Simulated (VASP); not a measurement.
# GaN (Fm-3m) in VASP: further runs

The runs below take GaN through single point, with LDA.

Program: VASP 6.6.1. These are calculated values, not measurements. Logs are shortened: lines on timing, memory, paths and dates and some standing lists are left out, and cuts for length are marked.

## (1) The cell of the first run

The structure is cubic, space group Fm-3m (No. 225). The conventional cell has a = 4.183 Å, b = 4.183 Å, c = 4.183 Å, α = 90.00°, β = 90.00°, γ = 90.00°. Ga (site symmetry m-3m) has 6 N at 2.09 Å within 2.8 Å. Within 2.8 Å of N (site symmetry m-3m) lie 6 Ga at 2.09 Å.

## (2) Single point, LDA

Contents of INCAR:

```
  PREC = Accurate
  ENCUT = 600
  EDIFF = 1E-6
  ISMEAR = 0
  SIGMA = 0.01
  LREAL = False
  LASPH = True
  NELM = 120
  ALGO = Normal
  ISIF = 2
  LWAVE = False
  LCHARG = False
  NBANDS = 16
  GGA_COMPAT = False
```

Contents of KPOINTS:

```
Automatic mesh
0
Gamma
  8 8 8
```

Contents of POSCAR:

```
GaN
1.0
    0.0000000000      2.0916465448      2.0916465448
    2.0916465448      0.0000000000      2.0916465448
    2.0916465448      2.0916465448      0.0000000000
Ga N
1 1
Direct
    0.0000000000      0.0000000000      0.0000000000
    0.5000000000      0.5000000000      0.5000000000
```

Potentials or basis: VASP PAW LDA potentials, release 64 (Ga_d, N).

On the command line:

```
$ cat potpaw_LDA.64/Ga_d/POTCAR potpaw_LDA.64/N/POTCAR > POTCAR
$ mpirun -np 1 vasp_std > vasp.out
```

OUTCAR:

```text
PREC = Accurate
   ENCUT = 600
   EDIFF = 1E-6
   ISMEAR = 0
   LREAL = False
   LASPH = True
   NELM = 120
   ISIF = 2

 ion  position               nearest neighbor table
   1  0.000  0.000  0.000-   2 2.09   2 2.09   2 2.09   2 2.09   2 2.09   2 2.09
   2  0.500  0.500  0.500-   1 2.09   1 2.09   1 2.09   1 2.09   1 2.09   1 2.09

  LATTYP: Found a face centered cubic cell.
 ALAT       =     4.1832930896

  Lattice vectors:

 A1 = (   0.0000000000,   2.0916465448,   2.0916465448)
 A2 = (   2.0916465448,   0.0000000000,   2.0916465448)
 A3 = (   2.0916465448,   2.0916465448,   0.0000000000)

Analysis of symmetry for initial positions (statically):
=====================================================================
 Subroutine PRICEL returns:
 Original cell was already a primitive cell.

 Routine SETGRP: Setting up the symmetry group for a
 face centered cubic supercell.

 Subroutine GETGRP returns: Found 48 space group operations
 (whereof 48 operations were pure point group operations)
 out of a pool of 48 trial point group operations.

The static configuration has the point symmetry O_h .

Analysis of symmetry for dynamics (positions and initial velocities):
=====================================================================
 Subroutine PRICEL returns:
 Original cell was already a primitive cell.

 Routine SETGRP: Setting up the symmetry group for a
 face centered cubic supercell.

 Subroutine GETGRP returns: Found 48 space group operations
 (whereof 48 operations were pure point group operations)
 out of a pool of 48 trial point group operations.

The dynamic configuration has the point symmetry O_h .

 Subroutine INISYM returns: Found 48 space group operations
 (whereof 48 operations are pure point group operations),
 and found     1 'primitive' translations

----------------------------------------------------------------------------------------

                                     Primitive cell

  volume of cell :      18.3018

  direct lattice vectors                    reciprocal lattice vectors
     0.000000000  2.091646545  2.091646545    -0.239046124  0.239046124  0.239046124
     2.091646545  0.000000000  2.091646545     0.239046124 -0.239046124  0.239046124
     2.091646545  2.091646545  0.000000000     0.239046124  0.239046124 -0.239046124

  length of vectors
     2.958034911  2.958034911  2.958034911     0.414040033  0.414040033  0.414040033

  position of ions in fractional coordinates (direct lattice)
     0.000000000  0.000000000  0.000000000
     0.500000000  0.500000000  0.500000000

  ion indices of the primitive-cell ions
   primitive index   ion index
                 1           1
                 2           2

----------------------------------------------------------------------------------------

 KPOINTS: Automatic mesh

Automatic generation of k-mesh.
 Grid dimensions read from file:
 generate k-points for:    8    8    8

 Generating k-lattice:

  Cartesian coordinates                     Fractional coordinates (reciprocal lattice)
    -0.029880766  0.029880766  0.029880766     0.125000000  0.000000000  0.000000000
     0.029880766 -0.029880766  0.029880766     0.000000000  0.125000000  0.000000000
     0.029880766  0.029880766 -0.029880766     0.000000000  0.000000000  0.125000000

  Length of vectors
     0.051755004  0.051755004  0.051755004

  Shift w.r.t. Gamma in fractional coordinates (k-lattice)
     0.000000000  0.000000000  0.000000000

 Subroutine IBZKPT returns following result:
 ===========================================

 Found     29 irreducible k-points:

 Following reciprocal coordinates:
            Coordinates               Weight
  0.000000  0.000000  0.000000      1.000000
  0.125000  0.000000  0.000000      8.000000
  0.250000  0.000000  0.000000      8.000000
  0.375000  0.000000  0.000000      8.000000
  0.500000  0.000000  0.000000      4.000000
  0.125000  0.125000  0.000000      6.000000
[... 16 lines left out ...]
  0.500000  0.250000  0.125000     48.000000
 -0.375000  0.250000  0.125000     24.000000
 [... further k-points ...]
   k-points           NKPTS =     29   k-points in BZ     NKDIM =     29   number of bands    NBANDS=     16
   number of dos      NEDOS =    301   number of ions     NIONS =      2
   total plane-waves  NPLWV =  13824
   dimension x,y,z NGX =    24 NGY =   24 NGZ =   24
   dimension x,y,z NGXF=    48 NGYF=   48 NGZF=   48
   ions per type =               1   1
   NGX,Y,Z   is equivalent  to a cutoff of  13.49, 13.49, 13.49 a.u.
   NGXF,Y,Z  is equivalent  to a cutoff of  26.98, 26.98, 26.98 a.u.
 SYSTEM =  unknown system
   PREC   = accura    normal or accurate (medium, high low for compatibility)
   ISTART =      0    job   : 0-new  1-cont  2-samecut
   ICHARG =      2    charge: 1-file 2-atom 10-const
   ISPIN  =      1    spin polarized calculation?
   LNONCOLLINEAR =      F non collinear calculations
   LSORBIT =      F    spin-orbit coupling
   LASPH  =      T    aspherical Exc in radial PAW
   ENCUT  =  600.0 eV  44.10 Ry    6.64 a.u.   5.91  5.91  5.91*2*pi/ulx,y,z
   NELM   =    120;   NELMIN=  2; NELMDL= -5     # of ELM steps
   EDIFF  = 0.1E-05   stopping-criterion for ELM
   LREAL  =      F    real-space projection
   EDIFFG = 0.1E-04   stopping-criterion for IOM
   NSW    =      0    number of steps for IOM
   IBRION =     -1    ionic relax: 0-MD 1-quasi-New 2-CG
   NFREE  =      0    steps in history (QN), initial steepest desc. (CG)
   ISIF   =      2    stress and relaxation
   ISYM   =      2    0-nonsym 1-usesym 2-fastsym
   POTIM  = 0.5000    time-step for ionic-motion
   TEBEG  =    0.0;   TEEND  =   0.0 temperature during run
   PSTRESS=    0.0 pullay stress
   NELECT =      18.0000    total number of electrons
   NUPDOWN=      -1.0000    fix difference up-down
   EMIN   =  10.00;   EMAX   =-10.00  energy-range for DOS
   EFERMI =   0.00;   METHOD = LEGACY
   ISMEAR =     0;   SIGMA  =   0.01  broadening in eV -4-tet -1-fermi 0-gaus
   EFERMI_NEDOS =   21; number of points for ismear=-14 and -15
   IALGO  =     38    algorithm
   IMIX   =      4    mixing-type and parameters
     AMIX     =   0.40;   BMIX     =  1.00
     AMIX_MAG =   1.60;   BMIX_MAG =  1.00
  volume/ion in A,a.u.               =       9.15        61.75
  Fermi-wavevector in a.u.,A,eV,Ry     =   1.628049  3.076566 36.062817  2.650542
  Thomas-Fermi vector in A             =   2.720743
   LORBIT       =      0    0 simple, 1 ext, 2 COOP (PROOUT), +10 PAW based schemes
   GGA     = CA    functional components
   LHFCALC =     F    Hartree Fock is set to
   AEXX    =    0.0000 exact exchange contribution
   IVDW    =     0    specifies the selected vdW correction
   LEPSILON=     F    determine dielectric tensor
   LRPA    =     F    only Hartree local field effects (RPA)
 non-spin polarized calculation
 Gauss-broadening in eV      SIGMA  =   0.01
  energy-cutoff  :      600.00
  volume of cell :       18.30
 maximum number of plane-waves:       620
   NGX = 11   NGY = 11   NGZ = 11

 number of electron      17.9999999 magnetization

 Free energy of the ion-electron system (eV)
  ---------------------------------------------------
  ext. energy  EPLUGINS =         0.00000000
  ---------------------------------------------------
  free energy    TOTEN  =       -13.08148508 eV

  energy without entropy =      -13.08148508  energy(sigma->0) =      -13.08148508

 E-fermi :   8.1809     XC(G=0): -13.6572

 val. band max:        8.0609206527   @ k =  -0.2500   0.1250   0.0000
 cond. band min:       8.6878501025   @ k =   0.5000   0.5000   0.0000
 fundamental gap:      0.6269294497
 Fermi energy:         8.1808860467

 k-point     1 :       0.0000    0.0000    0.0000
  band No.  band energies     occupation
      1      -9.4401      2.00000
      2      -6.0164      2.00000
      3      -6.0164      2.00000
      4      -6.0164      2.00000
      5      -5.9106      2.00000
      6      -5.9106      2.00000
[... 8 lines left out ...]
     15      24.0458      0.00000
     16      24.0458      0.00000

 k-point     2 :       0.1250    0.0000    0.0000
  band No.  band energies     occupation
      1      -9.1226      2.00000
      2      -6.0301      2.00000
      3      -6.0049      2.00000
      4      -6.0049      2.00000
      5      -5.9276      2.00000
      6      -5.9276      2.00000
[... 8 lines left out ...]
     15      24.3669      0.00000
     16      24.3669      0.00000

 k-point     3 :       0.2500    0.0000    0.0000
  band No.  band energies     occupation
      1      -8.2217      2.00000
      2      -6.0667      2.00000
      3      -6.0667      2.00000
      4      -6.0618      2.00000
      5      -5.8772      2.00000
      6      -5.8772      2.00000
[... 8 lines left out ...]
     15      26.1086      0.00000
     16      26.1086      0.00000

 k-point     4 :       0.3750    0.0000    0.0000
  band No.  band energies     occupation
      1      -6.9771      2.00000
      2      -6.1539      2.00000
      3      -6.1539      2.00000
      4      -6.0882      2.00000
      5      -5.7990      2.00000
      6      -5.7990      2.00000
[... 8 lines left out ...]
     15      28.8773      0.00000
     16      28.8773      0.00000
[... 324 lines left out ...]
 k-point    22 :       0.3750    0.2500    0.1250
  band No.  band energies     occupation
      1      -7.7674      2.00000
      2      -6.0929      2.00000
      3      -6.0395      2.00000
      4      -5.9628      2.00000
      5      -5.8788      2.00000
      6      -5.6134      2.00000
[... 8 lines left out ...]
     15      29.5409      0.00000
     16      29.9638      0.00000

 k-point    23 :       0.5000    0.2500    0.1250
  band No.  band energies     occupation
      1      -7.2579      2.00000
      2      -6.1199      2.00000
      3      -6.0507      2.00000
      4      -5.9720      2.00000
      5      -5.7961      2.00000
      6      -4.9259      2.00000
[... 8 lines left out ...]
     15      29.5610      0.00000
     16      31.0880      0.00000

 k-point    24 :      -0.3750    0.2500    0.1250
  band No.  band energies     occupation
      1      -7.1095      2.00000
      2      -6.1504      2.00000
      3      -6.0532      2.00000
      4      -5.9643      2.00000
      5      -5.7617      2.00000
      6      -4.3116      2.00000
[... 8 lines left out ...]
     15      27.2898      0.00000
     16      31.9792      0.00000

 [... further k-points ...]
[... 5 lines left out ...]
  --------------------------------------------------------------------------------------
  -------------------------------------------------------------------------------------
  Total        0.0929887      0.0929887      0.0929887      0.0000000      0.0000000     -0.0000000
  in kB        8.1404028      8.1404028      8.1404028      0.0000000      0.0000000     -0.0000000
  external PRESSURE =       8.1404028 kB  Pullay stress =       0.0000000 kB

 VOLUME and BASIS-vectors are now :
 -----------------------------------------------------------------------------
  energy-cutoff  :      600.00
  volume of cell :       18.30
      direct lattice vectors                 reciprocal lattice vectors
     0.000000000  2.091646545  2.091646545    -0.239046124  0.239046124  0.239046124
     2.091646545  0.000000000  2.091646545     0.239046124 -0.239046124  0.239046124
     2.091646545  2.091646545  0.000000000     0.239046124  0.239046124 -0.239046124

 POSITION                                       TOTAL-FORCE (eV/Angst)
 -----------------------------------------------------------------------------------
      0.00000      0.00000      0.00000         0.000000     -0.000000      0.000000
      2.09165      2.09165      2.09165         0.000000      0.000000     -0.000000
 -----------------------------------------------------------------------------------
    total drift:                                0.000000     -0.000000     -0.000000

  FREE ENERGIE OF THE ION-ELECTRON SYSTEM (eV)
  ---------------------------------------------------
  free  energy   TOTEN  =       -13.0814850825 eV

  energy  without entropy=      -13.0814850825  energy(sigma->0) =      -13.08148508
```

It took 6.8 s on 1 thread of Intel Xeon 6975P-C, shared host; peak memory 0.13 GiB.

Results:

```yaml
Free_energy: -13.0815 eV
Pressure: 0.8 GPa
Band_gap_on_the_k_mesh: 0.63 eV, indirect (least direct gap 3.23 eV)
```

Levels at points of the mesh, in eV from the valence-band top:
```tsv
k point	band 6	band 7	band 8	band 9	band 10	band 11	band 12	band 13
(0.00, 0.00, 0.00)	-13.97	-0.54	-0.54	-0.54	2.69	14.85	14.85	14.85
(0.50, 0.00, 0.00)	-13.83	-8.49	-0.15	-0.15	4.81	9.09	9.09	9.66
(0.50, 0.50, 0.00)	-10.78	-7.41	-3.18	-3.18	0.63	7.81	12.10	14.69
```

A k mesh can miss the band edges.

## (3) Single point, LDA

This run uses another cell than the first one, of 9.35 Å³/atom, 1.021 times its volume.

Contents of INCAR:

```
SYSTEM = GaN
PREC = Accurate
ENCUT = 600
EDIFF = 1E-6
ISMEAR = 0
SIGMA = 0.01
LREAL = .False.
LASPH = .True.
NELM = 120
ALGO = Normal
ISIF = 2
LWAVE = .False.
LCHARG = .False.
GGA = CA
NBANDS = 16
GGA_COMPAT = .False.
```

Contents of KPOINTS:

```
regular mesh
0
Gamma
  8 8 8
  0 0 0
```

Contents of POSCAR:

```
GaN
1.0
    0.0000000000      2.1063769354      2.1063769354
    2.1063769354      0.0000000000      2.1063769354
    2.1063769354      2.1063769354      0.0000000000
Ga N
1 1
Direct
    0.0000000000      0.0000000000      0.0000000000
    0.5000000000      0.5000000000      0.5000000000
```

Potentials or basis: VASP PAW LDA potentials, release 64 (Ga_d, N).

On the command line:

```
$ cat potpaw_LDA.64/Ga_d/POTCAR potpaw_LDA.64/N/POTCAR > POTCAR
$ mpirun -np 1 vasp_std > vasp.out
```

Run time: 5.7 s. Hardware: 1 thread of Intel Xeon 6975P-C, shared host; peak memory 0.13 GiB.

Results (log left out):

| Item | Value |
| --- | --- |
| Free energy | -13.0779 eV |
| Pressure | -4.2 GPa |
| Band gap on the k mesh | 0.49 eV, indirect (least direct gap 2.96 eV) |

Levels at points of the mesh, in eV from the valence-band top:
```tsv
k point	band 6	band 7	band 8	band 9	band 10	band 11	band 12	band 13
(0.00, 0.00, 0.00)	-13.98	-0.52	-0.52	-0.52	2.44	14.73	14.73	14.73
(0.50, 0.00, 0.00)	-13.84	-8.38	-0.15	-0.15	4.72	8.96	8.96	9.38
(0.50, 0.50, 0.00)	-10.82	-7.24	-3.10	-3.10	0.49	7.79	11.89	14.41
```

A k mesh can miss the band edges. As with any semilocal functional, this LDA gap is likely too small.

## (4) Single point, LDA

This run uses another cell than the first one, of 9.54 Å³/atom, 1.043 times its volume.

Contents of INCAR:

```
SYSTEM = GaN
  PREC = Accurate
  ENCUT = 600
  EDIFF = 1E-6
  ISMEAR = 0
  SIGMA = 0.01
  LREAL = .FALSE.
  LASPH = .TRUE.
  NELM = 120
  ALGO = Normal
  ISIF = 2
  LWAVE = .FALSE.
  LCHARG = .FALSE.
  NBANDS = 16
  GGA_COMPAT = .FALSE.
```

Contents of KPOINTS:

```
Automatic mesh
0
G
  8 8 8
  0 0 0
```

Contents of POSCAR:

```
GaN
1.0
    0.0000000000      2.1209041320      2.1209041320
    2.1209041320      0.0000000000      2.1209041320
    2.1209041320      2.1209041320      0.0000000000
Ga N
1 1
Direct
    0.0000000000      0.0000000000      0.0000000000
    0.5000000000      0.5000000000      0.5000000000
```

On the command line:

```
$ cat potpaw_LDA.64/Ga_d/POTCAR potpaw_LDA.64/N/POTCAR > POTCAR
$ mpirun -np 1 vasp_std > vasp.out
```

Wall time 5.8 s (1 thread of Intel Xeon 6975P-C, shared host); peak memory 0.13 GiB.

Results (log left out):

```
Free energy            : -13.0626 eV
Pressure               : -8.7 GPa
Band gap on the k mesh : 0.36 eV, indirect (least direct gap 2.70 eV)
```

Levels at points of the mesh, in eV from the valence-band top:
```
           k point  band 5  band 6  band 7  band 8  band 9  band 10  band 11  band 12  band 13  band 14
(0.00, 0.00, 0.00)  -13.99  -13.99   -0.50   -0.50   -0.50     2.20    14.61    14.61    14.61    15.39
(0.50, 0.00, 0.00)  -13.86  -13.86   -8.27   -0.15   -0.15     4.63     8.85     8.85     9.11    16.14
(0.50, 0.50, 0.00)  -13.81  -10.87   -7.08   -3.02   -3.02     0.36     7.77    11.68    14.15    14.15
```

A k mesh can miss the band edges.

## (5) The runs side by side

```csv
cell,gap on the mesh (eV),pressure (GPa)
"a = 2.958 Å, angles 60.0°, 2 atoms",0.63,0.8
"a = 2.979 Å, angles 60.0°, 2 atoms",0.49,-4.2
"a = 2.999 Å, angles 60.0°, 2 atoms",0.36,-8.7
```

Alike in all rows: task single point; level LDA; potentials or basis VASP PAW LDA potentials, release 64 (Ga_d, N); no spin polarisation; k mesh 8 × 8 × 8; cutoff (eV) 600; smearing gaussian 0.01 eV.

Total energies depend on the potentials used, so only differences within one code and one set of settings carry meaning.
